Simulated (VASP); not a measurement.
# GaN: electric field gradients with PBE

Crystal: GaN.

```xyz
2
Lattice="0.0000 2.0057 2.0057 2.0057 0.0000 2.0057 2.0057 2.0057 0.0000" Properties=species:S:1:pos:R:3 pbc="T T T"
Ga    2.0057    2.0057    2.0057
N     0.0000    0.0000    0.0000
```

This cell differs from its parent crystal: volume scaled by 1.02.

- Program: VASP 6.6.1
- Task: electric field gradients
- Functional: PBE
- Potentials or basis: VASP PAW PBE potentials, release 64 (Ga_d, N)
- Cutoff: 520 eV
- k mesh: 13 × 13 × 13
- Occupations: fermi-dirac, width 0.02 eV
- Spin: no spin polarisation
- Dipole correction: no
- Further INCAR settings: ALGO = Normal; EDIFF = 1e-08; NBANDS = 16

```
Pressure               : 60.9 GPa
Band gap on the k mesh : 1.77 eV, indirect (least direct gap 4.91 eV)
```

Levels at points of the mesh, in eV from the valence-band top:
```
           k point  band 5  band 6  band 7  band 8  band 9  band 10  band 11  band 12  band 13  band 14
(0.00, 0.00, 0.00)  -13.84  -13.84   -0.72   -0.72   -0.72     4.19    15.69    15.69    15.69    16.62
```

Wall time 20 s on 1 thread of Intel(R) Xeon(R) Platinum 8259CL CPU @ 2.50GHz (Skylake/Cascade Lake), with other jobs on the host, peak memory 0.15 GiB.

Caveat: without QUAD_EFG the Cq values of the log hold for a quadrupole moment of 1 mb, not for the nuclei. A k mesh can miss the band edges.
